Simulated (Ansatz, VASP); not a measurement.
One calculation of Hf, two programs

```xyz
1
Lattice="0.0000 2.2200 2.2644 2.2200 0.0000 2.2644 2.2200 2.2200 0.0000" Properties=species:S:1:pos:R:3 pbc="T T T"
Hf    0.0000    0.0000    0.0000
```

Change from the starting cell: zz strain of +2 %.

Alike in both runs: task single point; functional PBEsol; k mesh 16 × 16 × 16; occupations fermi-dirac, width 0.03 eV; no spin polarisation.

|  | VASP | Ansatz |
| --- | --- | --- |
| version | VASP 6.6.1 | Ansatz 0.2.0 |
| potentials or method | VASP PAW PBE potentials, release 64 (Hf_pv), cutoff 520 eV | all-electron LAPW, scalar-relativistic |

|  | VASP | Ansatz | Ansatz less VASP |
| --- | --- | --- | --- |
| pressure (GPa) | -4.0 | -3.6 | +0.42 |
| traceless stress, the component that is largest in VASP (GPa) | -0.41 | -0.41 | +0.002 |

VASP's potentials were made for PBE, not for PBEsol. Ansatz ran all-electron here, and VASP with PAW potentials.

Spin-orbit coupling is off throughout.
